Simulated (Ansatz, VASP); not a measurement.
## MoS2 in VASP and in Ansatz

The input INCAR:

```
ALGO = Normal ; EDIFF = 1E-6
ENCUT = 520 ; GGA = PE
ISIF = 2 ; ISMEAR = 0
IVDW = 12 ; LASPH = True
LCHARG = True ; LELF = True
LREAL = False ; LVHAR = True
LWAVE = False ; NBANDS = 35
NELM = 80 ; PREC = Accurate
SIGMA = 0.05
```

The input KPOINTS:

```
k-points
0
Gamma
  12 12 4
```

Contents of POSCAR:

```
MoS2
1.0
    3.0706239931      0.0000000000      0.0000000000
   -1.5353119966      2.6592383835      0.0000000000
    0.0000000000      0.0000000000     11.7894728657
Mo S
2 4
Direct
    0.3333333333      0.6666666667      0.2500000000
    0.6666666667      0.3333333333      0.7500000000
    0.3333333333      0.6666666667      0.6204968003
    0.6666666667      0.3333333333      0.1204968003
    0.3333333333      0.6666666667      0.8795031997
    0.6666666667      0.3333333333      0.3795031997
```

Input for Ansatz:

```yaml
crystal:
  lattice:
    - [3.0706239931, 0.0, 0.0]
    - [-1.5353119966, 2.6592383835, 0.0]
    - [0.0, 0.0, 11.7894728657]
  atoms:
    - { symbol: Mo, position: [0.3333333333, 0.6666666667, 0.25] }
    - { symbol: Mo, position: [0.6666666667, 0.3333333333, 0.75] }
    - { symbol: S, position: [0.3333333333, 0.6666666667, 0.6204968003] }
    - { symbol: S, position: [0.6666666667, 0.3333333333, 0.1204968003] }
    - { symbol: S, position: [0.3333333333, 0.6666666667, 0.8795031997] }
    - { symbol: S, position: [0.6666666667, 0.3333333333, 0.3795031997] }
basis:
  ecutwfc: 420
kpoints:
  mp_grid: { grid: [12, 12, 4] }
hamiltonian:
  xc: pbe
  pseudopotentials: { kind: paw, azcp: { folder: soft_1 } }
  dispersion: d3bj
scf:
  occupations: { method: gaussian, width: 0.05 }
output:
  forces: true
  stress: true
  eigenvalues: true
```

Change from the starting cell: mode 4 frozen in at +0.000 Å, equal normal strain along x, y and z -0.0250.

Alike in both runs: task single point; functional PBE; dispersion D3(BJ); k mesh 12 × 12 × 4; occupations gaussian, width 0.05 eV; no spin polarisation.

|  | VASP | Ansatz |
| --- | --- | --- |
| version | VASP 6.6.1 | Ansatz 0.2.0 |
| potentials or method | VASP PAW PBE potentials, release 64 (Mo_sv, S), cutoff 520 eV | scalar-relativistic, plane waves, PAW |
| valence electrons in the cell | 52 | 52 |

|  | VASP | Ansatz | Ansatz less VASP |
| --- | --- | --- | --- |
| gap on the k mesh at the Fermi level (eV) | 0.71 | 0.69 | -0.018 |
| least direct gap on the mesh (eV) | 1.88 | 1.88 | -0.005 |
| pressure (GPa) | 13.7 | 14.0 | +0.23 |
| traceless stress, the component that is largest in VASP (GPa) | 1.00 | 1.08 | +0.077 |
| rms of the force components (eV/Å) | 0.632 | 0.643 | +0.0110 |

Atom by atom the forces differ by 0.011 eV/Å (rms over components).
